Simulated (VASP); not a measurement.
Li2H: single point with PBE

Li2H:

```xyz
3
Lattice="-1.9094 1.9094 2.9676 1.9094 -1.9094 2.9676 1.9094 1.9094 -2.9676" Properties=species:S:1:pos:R:3 pbc="T T T"
Li    0.0000    0.0000    4.2464
Li    0.0000    0.0000    1.6888
H     0.0000    0.0000    0.0000
```

```
Program                : VASP 6.6.1
Task                   : single point
Functional             : PBE
Potentials or basis    : VASP PAW PBE potentials, release 64 (Li_sv, H)
Cutoff                 : 520 eV
k mesh                 : 8 × 8 × 8
Occupations            : gaussian, width 0.1 eV
Spin                   : no spin polarisation
Dipole correction      : no
Further INCAR settings : ALGO = Normal; EDIFF = 1e-06; NBANDS = 10
```

The largest force is 0.021 eV/Å.

Forces in eV/Å, atoms in the order of the input:
```
Li   0.000  0.000 -0.021
Li   0.000  0.000  0.021
H    0.000  0.000  0.000
```

Levels at points of the mesh, in eV from the Fermi level:
```csv
k point,band 1,band 2,band 3,band 4,band 5,band 6,band 7
"(0.00, 0.00, 0.00)",-47.17,-47.11,-5.58,2.05,6.04,6.04,8.47
"(0.50, 0.00, 0.00)",-47.15,-47.13,-4.19,-0.78,3.16,4.64,6.39
"(0.50, 0.50, 0.00)",-47.15,-47.13,-3.32,-0.88,2.38,2.47,4.58
"(0.50, 0.50, 0.50)",-47.15,-47.13,-4.38,0.66,3.04,3.04,3.88
```

Wall time 28 s on 1 thread of Intel(R) Xeon(R) Platinum 8259CL CPU @ 2.50GHz (Skylake/Cascade Lake), with other jobs on the host, peak memory 0.16 GiB.
